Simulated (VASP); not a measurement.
# Sn in VASP: notebook, part 2 of 2

VASP 6.6.1.

### 3 Single point, r2SCAN

This run uses another cell than the first one, of the same volume but with other edges.

File POSCAR:

```
Sn
1.0
   -2.9926351000      2.9926351000      1.5938000000
    2.9926351000     -2.9926351000      1.5938000000
    2.8466529000      2.8466529000     -1.5938000000
Sn
2
Direct
    0.0000000000      0.0000000000      0.0000000000
    0.7500000000      0.2500000000      0.5000000000
```

File INCAR.step1:

```
SYSTEM = Sn
ALGO = Normal
EDIFF = 1E-4
ENCUT = 520
GGA = PE
ISMEAR = -1
LASPH = .TRUE.
LCHARG = .FALSE.
LREAL = .FALSE.
LWAVE = .TRUE.
NBANDS = 21
NELM = 80
PREC = Accurate
SIGMA = 0.1
```

File INCAR.step2:

```
SYSTEM = Sn
ALGO = Normal
EDIFF = 1E-6
ENCUT = 520
ISIF = 2
ISMEAR = -1
ISTART = 1
LASPH = .TRUE.
LCHARG = .FALSE.
LMIXTAU = .TRUE.
LREAL = .FALSE.
LWAVE = .FALSE.
METAGGA = R2SCAN
NBANDS = 21
NELM = 80
PREC = Accurate
SIGMA = 0.1
```

File KPOINTS:

```
k-points
0
G
  12 12 12
  0 0 0
```

Potentials or basis: VASP PAW PBE potentials, release 64 (Sn_d).

Launch:

```console
cat potpaw_PBE.64/Sn_d/POTCAR > POTCAR
cp INCAR.step1 INCAR
mpirun -np 1 vasp_std > vasp.out
cp INCAR.step2 INCAR
mpirun -np 1 vasp_std > vasp.out
```

OUTCAR:

```text
SYSTEM = Sn
   EDIFF = 1E-6
   ENCUT = 520
   ISIF = 2
   ISMEAR = -1
   ISTART = 1
   LASPH = .TRUE.
   LREAL = .FALSE.
   METAGGA = R2SCAN
   NELM = 80
   PREC = Accurate

 ion  position               nearest neighbor table
   1  0.000  0.000  0.000-   2 3.03   2 3.03   2 3.03   2 3.03
   2  0.750  0.250  0.500-   1 3.03   1 3.03   1 3.03   1 3.03

  LATTYP: Found a face centered orthorhombic cell.
 ALAT       =     3.1876000000
 B/A-ratio  =     2.5258973137
 C/A-ratio  =     2.6554305093

  Lattice vectors:

 A1 = (  -0.1459822000,   5.8392880000,  -0.0000000000)
 A2 = (  -2.9926351000,   2.9926351000,   1.5938000000)
 A3 = (   2.8466529000,   2.8466529000,   1.5938000000)

Analysis of symmetry for initial positions (statically):
=====================================================================
 Subroutine PRICEL returns:
 Original cell was already a primitive cell.

 Routine SETGRP: Setting up the symmetry group for a
 face centered orthorhombic supercell.

 Subroutine GETGRP returns: Found  8 space group operations
 (whereof  4 operations were pure point group operations)
 out of a pool of  8 trial point group operations.

The static configuration has the point symmetry D_2 .
 The point group associated with its full space group is D_2h.

Analysis of symmetry for dynamics (positions and initial velocities):
=====================================================================
 Subroutine PRICEL returns:
 Original cell was already a primitive cell.

 Routine SETGRP: Setting up the symmetry group for a
 face centered orthorhombic supercell.

 Subroutine GETGRP returns: Found  8 space group operations
 (whereof  4 operations were pure point group operations)
 out of a pool of  8 trial point group operations.

The dynamic configuration has the point symmetry D_2 .
 The point group associated with its full space group is D_2h.

 Subroutine INISYM returns: Found  8 space group operations
 (whereof  4 operations are pure point group operations),
 and found     1 'primitive' translations

[... 108 lines left out ...]
   EFERMI =   0.00;   METHOD = LEGACY
   ISMEAR =    -1;   SIGMA  =   0.10  broadening in eV -4-tet -1-fermi 0-gaus
   EFERMI_NEDOS =   21; number of points for ismear=-14 and -15
   IALGO  =     38    algorithm
   IMIX   =      4    mixing-type and parameters
     AMIX     =   0.40;   BMIX     =  1.00
     AMIX_MAG =   1.60;   BMIX_MAG =  1.00
  volume/ion in A,a.u.               =      27.16       183.25
  Fermi-wavevector in a.u.,A,eV,Ry     =   1.312704  2.480651 23.445448  1.723192
  Thomas-Fermi vector in A             =   2.443078
   LORBIT       =      0    0 simple, 1 ext, 2 COOP (PROOUT), +10 PAW based schemes
   METAGGA = R2SCAN    functional components
   LHFCALC =     F    Hartree Fock is set to
   AEXX    =    0.0000 exact exchange contribution
   IVDW    =     0    specifies the selected vdW correction
   LEPSILON=     F    determine dielectric tensor
   LRPA    =     F    only Hartree local field effects (RPA)
 non-spin polarized calculation
  energy-cutoff  :      520.00
  volume of cell :       54.31
 maximum number of plane-waves:      1484
 NGX is ok and might be reduce to    36

 number of electron      28.0000009 magnetization

 Free energy of the ion-electron system (eV)
  ---------------------------------------------------
  ext. energy  EPLUGINS =         0.00000000
  ---------------------------------------------------
  free energy    TOTEN  =       -49.24429288 eV

  energy without entropy =      -49.21584723  energy(sigma->0) =      -49.23007006

 E-fermi :   7.9200     XC(G=0): -11.1262

 val. band max:        7.8944601981   @ k =  -0.1667  -0.1667   0.1667
 cond. band min:       7.9219590099   @ k =  -0.2500   0.2500   0.2500
 fundamental gap:      0.0274988118
 Fermi energy:         7.9199512991

 k-point     1 :       0.0000    0.0000    0.0000
  band No.  band energies     occupation
      1     -14.4492      2.00000
      2     -14.3552      2.00000
      3     -14.3118      2.00000
      4     -14.2961      2.00000
      5     -14.1374      2.00000
      6     -14.1335      2.00000
[... 565 lines left out ...]
     20      16.5847      0.00000
     21      17.1359      0.00000

 [... further k-points ...]
[... 5 lines left out ...]
  --------------------------------------------------------------------------------------
  -------------------------------------------------------------------------------------
  Total        0.3374073      0.3374073      0.2311261      0.5385318     -0.0000000      0.0000000
  in kB        9.9536629      9.9536629      6.8183228     15.8869258     -0.0000000      0.0000000
  external PRESSURE =       8.9085495 kB  Pullay stress =       0.0000000 kB

 VOLUME and BASIS-vectors are now :
 -----------------------------------------------------------------------------
  energy-cutoff  :      520.00
  volume of cell :       54.31
      direct lattice vectors                 reciprocal lattice vectors
    -2.992635100  2.992635100  1.593800000     0.004284021  0.171360856  0.313715648
     2.992635100 -2.992635100  1.593800000     0.171360856  0.004284021  0.313715648
     2.846652900  2.846652900 -1.593800000     0.175644878  0.175644878  0.000000000

 POSITION                                       TOTAL-FORCE (eV/Angst)
 -----------------------------------------------------------------------------------
      0.00000      0.00000      0.00000        -0.000000     -0.000000     -0.000000
     -0.07299      2.91964      0.79690         0.000000      0.000000      0.000000
 -----------------------------------------------------------------------------------
    total drift:                               -0.000000      0.000000     -0.000000

  FREE ENERGIE OF THE ION-ELECTRON SYSTEM (eV)
  ---------------------------------------------------
  free  energy   TOTEN  =       -49.2442928784 eV

  energy  without entropy=      -49.2158472326  energy(sigma->0) =      -49.23007006
```

OUTCAR.step1:

```text
SYSTEM = Sn
   EDIFF = 1E-4
   ENCUT = 520
   GGA = PE
   ISMEAR = -1
   LASPH = .TRUE.
   LREAL = .FALSE.
[... 800 lines left out ...]
      0.00000      0.00000      0.00000        -0.000000     -0.000000      0.000000
     -0.07299      2.91964      0.79690         0.000000      0.000000     -0.000000
 -----------------------------------------------------------------------------------
    total drift:                               -0.000000      0.000000     -0.000000

  FREE ENERGIE OF THE ION-ELECTRON SYSTEM (eV)
  ---------------------------------------------------
  free  energy   TOTEN  =        -7.5996410844 eV

  energy  without entropy=       -7.5681291599  energy(sigma->0) =       -7.58388512
```

OSZICAR.step1:

```text
N       E                     dE             d eps       ncg     rms          rms(c)
DAV:   1     0.223129732012E+03    0.22313E+03   -0.14402E+04 11924   0.209E+03
DAV:   2     0.156185953942E+02   -0.20751E+03   -0.20329E+03 11845   0.456E+02
DAV:   3    -0.688337846790E+01   -0.22502E+02   -0.22327E+02 13611   0.135E+02
DAV:   4    -0.759148470893E+01   -0.70811E+00   -0.70771E+00 13286   0.266E+01
DAV:   5    -0.762020908032E+01   -0.28724E-01   -0.28724E-01 16710   0.502E+00    0.237E+00
DAV:   6    -0.760389832696E+01    0.16311E-01   -0.31437E-02 15972   0.250E+00    0.133E+00
DAV:   7    -0.759969711513E+01    0.42012E-02   -0.18392E-02 15985   0.193E+00    0.165E-01
DAV:   8    -0.759963604048E+01    0.61075E-04   -0.20828E-03 14404   0.597E-01    0.371E-02
DAV:   9    -0.759964108435E+01   -0.50439E-05   -0.49328E-05  8285   0.759E-02
   1 F= -.75996411E+01 E0= -.75838851E+01  d E =-.315119E-01
```

Run time: 7.2 min. Hardware: 1 thread of Intel Xeon 6975P-C (Granite Rapids), shared host; peak memory 0.39 GiB.

Results:

- Free energy: -49.2443 eV
- Pressure: 0.9 GPa
- Band gap on the k mesh: zero (bands 14 and 15 overlap by 4.58 eV)

Levels at points of the mesh, in eV from the Fermi level:
| k point | band 11 | band 12 | band 13 | band 14 | band 15 | band 16 | band 17 | band 18 |
| --- | --- | --- | --- | --- | --- | --- | --- | --- |
| (0.00, 0.00, 0.00) | -11.67 | -3.68 | -2.53 | -1.77 | 3.40 | 6.47 | 6.69 | 7.19 |
| (0.50, 0.00, 0.00) | -7.22 | -5.64 | -2.34 | -1.92 | -1.24 | 2.51 | 3.04 | 4.94 |
| (0.50, 0.50, 0.00) | -9.41 | -9.41 | 0.82 | 0.82 | 2.19 | 2.19 | 6.47 | 6.47 |
| (0.00, 0.00, 0.50) | -9.20 | -9.20 | 0.32 | 0.32 | 1.43 | 1.43 | 6.27 | 6.27 |
| (0.50, 0.50, 0.50) | -7.87 | -7.87 | -5.04 | -5.04 | 5.29 | 5.29 | 9.77 | 9.77 |

Caveat: the PAW data sets were made with another functional, which shifts forces and pressure a little; spin-orbit coupling is left out, which moves the levels of the heavy elements.

The gap in the log of VASP goes by the Fermi energy; the results here count the filled bands.